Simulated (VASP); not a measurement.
A run of VASP 6.6.1 is set up as follows.

File INCAR:

```
SYSTEM = Cu2H3
  PREC = Accurate
  ENCUT = 520
  EDIFF = 1E-6
  ISMEAR = 0
  SIGMA = 0.1
  LREAL = .FALSE.
  LASPH = .TRUE.
  NELM = 60
  ALGO = Normal
  ISIF = 2
  LWAVE = .FALSE.
  LCHARG = .FALSE.
  GGA = PE
  NBANDS = 20
```

Contents of KPOINTS:

```
Automatic mesh
0
G
  6 6 4
  0 0 0
```

Contents of POSCAR:

```
Cu2H3
1.0
    3.1121763100      0.0000000000      0.0000000000
    0.0000000000      3.1121763100      0.0000000000
    0.0000000000      0.0000000000      4.5838586200
Cu H
2 3
Direct
    0.0000000000      0.0000000000      0.7211286400
    0.5000000000      0.5000000000      0.2898103300
    0.5000000000      0.0000000000      0.9934612500
    0.0000000000      0.5000000000      0.9934612500
    0.0000000000      0.0000000000      0.2721384500
```

Potentials or basis: VASP PAW PBE potentials, release 64 (Cu, H).

Command:

```console
$ cat potpaw_PBE.64/Cu/POTCAR potpaw_PBE.64/H/POTCAR > POTCAR
$ mpirun -np 1 vasp_std > vasp.out
```

(1) Estimate the pressure.

(2) Predict the band gap on the k mesh.

## Answers

(1) -17.1 GPa.

(2) zero (an odd number of electrons rules out a gap without spin polarisation).

Caveat: the cell stands under tension; an odd number of electrons without spin polarisation forces a metal; a magnetic or distorted state may lie lower.
